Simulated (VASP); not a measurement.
Input of a VASP 6.6.1 run:

File INCAR:

```
SYSTEM = Ti
PREC = Accurate ; ENCUT = 520
EDIFF = 1E-6 ; ISMEAR = -1
SIGMA = 0.05 ; LREAL = .FALSE.
LASPH = .TRUE. ; NELM = 150
ALGO = Normal ; ISIF = 2
LWAVE = .FALSE. ; LCHARG = .TRUE.
ISPIN = 2 ; MAGMOM = 1 1
LORBIT = 11 ; LMAXMIX = 4
LELF = .TRUE. ; LVHAR = .TRUE.
NBANDS = 23
```

The input KPOINTS:

```
regular mesh
0
G
  21 21 12
  0 0 0
```

The input POSCAR:

```
Ti
1.0
    2.8243469450      0.0000000000      0.0000000000
   -1.4121734725      2.4459562035      0.0000000000
    0.0000000000      0.0000000000      4.4783200290
Ti
2
Direct
    0.3333333333      0.6666666667      0.2500000000
    0.6666666667      0.3333333333      0.7500000000
```

Potentials or basis: VASP PAW LDA potentials, release 64 (Ti_sv).

Run with:

```sh
$ cat potpaw_LDA.64/Ti_sv/POTCAR > POTCAR
$ mpirun -np 1 vasp_std > vasp.out
```

Q: Predict the pressure.

A: 5.3 GPa.

Q: Predict the band gap on the k mesh.

A: Zero (filled and empty bands overlap).

Q: Predict the net moment.

A: 0.00 μB per cell.

Stress tensor (GPa, compression positive):
```
5.26 0.00 0.00
0.00 5.26 0.00
0.00 0.00 5.38
```

Caveat: the cell stands under pressure.
